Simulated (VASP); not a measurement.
# Al31N33 (a cell with a defect) in VASP: notebook, part 2 of 2

VASP 6.6.1.

**4. Single point, PBEsol, collinear spin**

The input, INCAR:

```
PREC = Accurate ; ENCUT = 520
EDIFF = 1E-6 ; ISMEAR = -1
SIGMA = 0.05 ; LREAL = Auto
LASPH = T ; NELM = 200
ALGO = Normal ; ISIF = 2
LWAVE = F ; LCHARG = F
ISPIN = 2 ; MAGMOM = 0 0 0 0 0 0 0 0 0 0 0 0 0 0 0 0 0 0 0 0 0 0 0 0 0 0 0 0 0 0 0 0.2 0 0 0 0 0 0 0 0.2 0 0.2 0 0 0 0 0 0 0 0 0.2 0 0 0 0 0 0 0 0 0 0.2 0 0 0
LORBIT = 11 ; GGA = PS
NBANDS = 171 ; NELECT = 259.0
ISYM = -1 ; GGA_COMPAT = F
```

The input, KPOINTS:

```
explicit points
1
Reciprocal
  0.25000000   0.25000000   0.25000000 1
```

The input, POSCAR:

```
Al31N33
1.0
    8.7554440000      0.0000000000      0.0000000000
    0.0000000000      8.7554440000      0.0000000000
    0.0000000000      0.0000000000      8.7554440000
Al N
31 33
Direct
    0.9998440000      0.0000180000      0.0002130000
    0.9992920000      0.0004340000      0.5006390000
    0.0001600000      0.5002800000      0.9995100000
    0.0011260000      0.5002420000      0.5006460000
    0.4992790000      0.0001680000      0.0002710000
    0.4991600000      0.9989270000      0.5008120000
    0.4994210000      0.5001570000      0.9993150000
    0.2492950000      0.2499090000      0.9989470000
    0.2504530000      0.2524480000      0.5034290000
    0.2497890000      0.7502120000      0.0008870000
    0.2507170000      0.7479560000      0.4996180000
    0.7496290000      0.2502190000      0.0001150000
    0.7534460000      0.2451130000      0.5069010000
    0.7497440000      0.7507190000      0.9984790000
    0.7487440000      0.7489090000      0.5010110000
    0.2494020000      0.9989640000      0.2505710000
    0.2496760000      0.0006000000      0.7503100000
    0.2479400000      0.5012410000      0.2503200000
    0.2519630000      0.4983040000      0.7480280000
    0.7490140000      0.9993630000      0.2509080000
    0.7494940000      0.9986630000      0.7507010000
    0.7567620000      0.5076610000      0.2439400000
    0.7498700000      0.5002360000      0.7518460000
    0.9999910000      0.2501630000      0.2505540000
    0.0013560000      0.2496610000      0.7510470000
    0.0018210000      0.7511940000      0.2500320000
    0.9990060000      0.7501340000      0.7501790000
    0.4937560000      0.2458450000      0.2475260000
    0.4968120000      0.2522360000      0.7496860000
    0.4980610000      0.7487230000      0.2515590000
    0.4996700000      0.7469580000      0.7481800000
    0.5511040000      0.4844590000      0.4495780000
    0.1244900000      0.1253190000      0.1257550000
    0.1225120000      0.1234450000      0.6253410000
    0.1220430000      0.6251330000      0.1228900000
    0.1238910000      0.6256910000      0.6263890000
    0.6251930000      0.1267260000      0.1270990000
    0.6244280000      0.1248320000      0.6262530000
    0.6253650000      0.6257460000      0.1242930000
    0.6410920000      0.6365340000      0.6395490000
    0.3748240000      0.3749570000      0.1258650000
    0.3632510000      0.3628390000      0.6374170000
    0.3752720000      0.8776160000      0.1240780000
    0.3742250000      0.8753130000      0.6258850000
    0.8751620000      0.3746930000      0.1252190000
    0.8751730000      0.3746090000      0.6257320000
    0.8744230000      0.8758660000      0.1255470000
    0.8757410000      0.8771120000      0.6249020000
    0.3744070000      0.1252130000      0.3761750000
    0.3750310000      0.1235070000      0.8777430000
    0.3581950000      0.6389520000      0.3583430000
    0.3741160000      0.6254320000      0.8765450000
    0.8730530000      0.1264550000      0.3749420000
    0.8744650000      0.1250730000      0.8759130000
    0.8767510000      0.6260900000      0.3749600000
    0.8765540000      0.6249200000      0.8775610000
    0.1235660000      0.3742220000      0.3749350000
    0.1229910000      0.3752590000      0.8774150000
    0.1228050000      0.8778960000      0.3758450000
    0.1244120000      0.8755470000      0.8757020000
    0.6303820000      0.3783430000      0.3742690000
    0.6254370000      0.3741400000      0.8768800000
    0.6249970000      0.8754460000      0.3750910000
    0.6242550000      0.8765630000      0.8766150000
```

Started as:

```bash
> cat potpaw_PBE.64/Al/POTCAR potpaw_PBE.64/N/POTCAR > POTCAR
> mpirun -np 1 vasp_std > vasp.out
```

Run time: 8.7 min. Hardware: 1 thread of Intel Xeon 6975P-C (Granite Rapids), shared host; peak memory 0.97 GiB.

It converged, with:

| Item | Value |
| --- | --- |
| Free energy | -486.6224 eV |
| Largest force | 0.224 eV/Å |
| Net moment | 1.00 μB per cell |
| Site moments | Al +0.00, -0.00, +0.01 (each value once); N +0.44, +0.00, -0.00, -0.01, +0.11, +0.01, +0.05 (each value once) μB |
| Valence electrons inside the program's atomic spheres | Al 0.82, 0.83, 0.84, 0.81 (each value once); N 3.53, 3.84, 3.85, 3.80, 3.82, 3.81, 3.87 (each value once) |

Forces on the atoms (eV/Å):
```
Al   0.001  0.002 -0.001
Al  -0.002  0.002 -0.013
Al  -0.004  0.001  0.003
Al  -0.004 -0.002 -0.002
Al   0.007  0.000  0.003
Al   0.005 -0.002 -0.002
Al   0.004 -0.004  0.000
Al   0.005  0.000 -0.003
Al  -0.011 -0.007 -0.017
Al   0.001  0.000  0.005
Al  -0.002  0.002 -0.001
Al   0.001  0.000  0.002
Al  -0.004 -0.003 -0.013
Al   0.002 -0.001  0.000
Al  -0.003  0.010 -0.003
Al   0.001  0.000  0.000
Al   0.006  0.000 -0.004
Al  -0.018 -0.002 -0.004
Al  -0.010  0.018  0.009
Al   0.002  0.002  0.001
Al  -0.003  0.001 -0.004
Al   0.003 -0.005 -0.005
Al   0.002 -0.009  0.015
Al  -0.002 -0.002 -0.001
Al   0.001  0.004 -0.002
Al  -0.001  0.004  0.000
Al  -0.004 -0.003 -0.001
Al   0.002  0.001  0.003
Al   0.018 -0.009  0.008
Al  -0.002  0.012  0.000
Al   0.004  0.000  0.002
N   -0.121  0.150  0.115
N   -0.001 -0.001 -0.001
N    0.005  0.003  0.000
N    0.002  0.000  0.002
N    0.002  0.002  0.006
N   -0.003 -0.002 -0.004
N   -0.001 -0.001  0.005
N    0.000 -0.005 -0.001
N   -0.014  0.004 -0.003
N    0.005 -0.002 -0.006
N    0.009  0.007 -0.009
N   -0.001 -0.002  0.002
N    0.000 -0.001  0.002
N    0.003  0.000 -0.006
N    0.006  0.002  0.006
N    0.000  0.000  0.001
N   -0.002 -0.002  0.002
N   -0.001  0.002 -0.001
N    0.000  0.001 -0.002
N    0.014 -0.002  0.006
N   -0.004  0.002 -0.005
N    0.006 -0.007  0.000
N    0.001 -0.001  0.002
N    0.001  0.002  0.003
N    0.000 -0.001  0.001
N    0.004  0.000  0.002
N    0.003  0.003 -0.002
N    0.003 -0.003  0.004
N    0.000  0.001  0.001
N    0.102 -0.153 -0.097
N   -0.001 -0.001 -0.002
N   -0.004 -0.003  0.005
N   -0.007 -0.001  0.000
```

Levels at points of the mesh, in eV from the Fermi level:
Spin up:
```
           k point  band 128  band 129  band 130  band 131  band 132  band 133
(0.25, 0.25, 0.25)     -1.69     -0.94     -0.39      0.40      1.82      1.94
```
Spin down:
```
           k point  band 126  band 127  band 128  band 129  band 130  band 131  band 132  band 133
(0.25, 0.25, 0.25)     -2.39     -2.02     -1.33     -0.80      0.49      0.69      1.82      1.98
```

Caveat: the cell carries a net charge on a neutralising background, which shifts energy and pressure; the cell is charged against a uniform background, so pressure and absolute levels hang on convention; the PAW data sets were made with another functional, which shifts forces and pressure a little.
